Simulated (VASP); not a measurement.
Here is a VASP 6.6.1 calculation.

File INCAR:

```
PREC = Accurate ; ENCUT = 520
EDIFF = 1E-7 ; ISMEAR = -1
SIGMA = 0.1 ; LREAL = False
LASPH = True ; NELM = 60
ALGO = Normal ; ISIF = 2
LWAVE = False ; LCHARG = False
GGA = PS ; NBANDS = 14
```

KPOINTS

```
Automatic mesh
0
Gamma
  11 11 11
```

Contents of POSCAR:

```
Re
1.0
    0.0000000000      2.7597105803      2.7597105803
    2.7597105803      0.0000000000      2.7597105803
    2.7597105803      2.7597105803      0.0000000000
Re
2
Direct
    0.1250000000      0.1250000000      0.1250000000
    0.8750000000      0.8750000000      0.8750000000
```

Potentials or basis: VASP PAW PBE potentials, release 64 (Re).

Command:

```sh
$ cat potpaw_PBE.64/Re/POTCAR > POTCAR
$ mpirun -np 1 vasp_std > vasp.out
```

Question: Predict the pressure.

Answer: 6.3 GPa.

Question: What does it give for the band gap on the k mesh?

Answer: Zero (bands 7 and 8 overlap by 1.21 eV).

Caveat: the cell stands under pressure; the PAW data sets were made with another functional, which shifts forces and pressure a little; spin-orbit coupling is left out, which moves the levels of the heavy elements.
